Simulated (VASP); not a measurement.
Si5Ge:

```xyz
6
Lattice="2.8212 0.0000 0.0000 -1.4106 2.4432 0.0000 0.0000 0.0000 13.8209" Properties=species:S:1:pos:R:3 pbc="T T T"
Si    1.4106    0.8144    9.2140
Si    0.0000    1.6288   11.5174
Si    1.4106    0.8144    2.3035
Si    0.0000    1.6288    4.6070
Si    0.0000    0.0000    6.9105
Ge    0.0000    0.0000    0.0000
```

* Program: VASP 6.6.1
* Task: relaxation of cell and atoms
* Functional: PBE
* Potentials or basis: VASP PAW PBE potentials, release 64 (Si, Ge_d)
* Cutoff: 600 eV
* k mesh: 6 × 6 × 2
* Occupations: gaussian, width 0.1 eV
* Spin: no spin polarisation

At the start: pressure -3.1 GPa; volume 15.88 Å³/atom.

Task: How do energy, volume and symmetry change on relaxing?

Result: Over 26 steps the energy falls by 126.1 meV/atom and the volume is 15.70 Å³/atom (-1.1 %); space group P-3m1 (No. 164, to 0.05 Å).

Step by step:
```tsv
step	energy change (eV)	largest force (eV/Å)	pressure (GPa)	volume (Å³)
1	0.0000	0.6591	-3.08	95.26
2	-0.0905	0.6775	-0.14	91.11
3	-0.1018	0.6322	1.57	89.33
4	-0.1666	0.4973	1.67	89.33
5	-0.3816	0.4384	3.35	89.30
6	-0.2295	1.8138	10.44	89.12
7	-0.4549	0.3274	4.76	89.27
8	-0.5026	0.3226	3.99	90.42
9	-0.5983	0.4152	2.28	93.18
10	-0.5976	0.9955	-0.26	98.77
11	-0.6397	0.6648	1.06	95.60
12	-0.6427	0.7696	0.72	96.39
13	-0.6804	0.5995	-0.14	97.03
14	-0.7162	0.2378	-1.58	98.35
15	-0.7167	0.1892	-1.79	98.53
16	-0.7335	0.1495	-1.02	97.21
17	-0.7402	0.1238	0.24	95.37
18	-0.7405	0.1276	0.06	95.67
19	-0.7420	0.0865	-0.03	95.65
20	-0.7424	0.0815	-0.10	95.62
21	-0.7436	0.0765	-0.09	95.54
22	-0.7469	0.0623	-0.07	95.29
23	-0.7522	0.0556	0.03	94.79
24	-0.7550	0.0484	0.52	93.78
25	-0.7555	0.0518	0.44	94.04
26	-0.7565	0.0122	0.16	94.18
```

Final structure:
```xyz
6
Lattice="2.9582 0.0000 0.0000 -1.4791 2.5618 0.0000 0.0000 0.0000 12.4277" Properties=species:S:1:pos:R:3 pbc="T T T"
Si    1.4791    0.8539    8.1753
Si    0.0000    1.7079   10.0531
Si    1.4791    0.8539    2.3746
Si    0.0000    1.7079    4.2524
Si    0.0000    0.0000    6.2138
Ge    0.0000    0.0000    0.0000
```

Caveat: the k points lie up to 0.41 Å⁻¹ apart in the final cell.
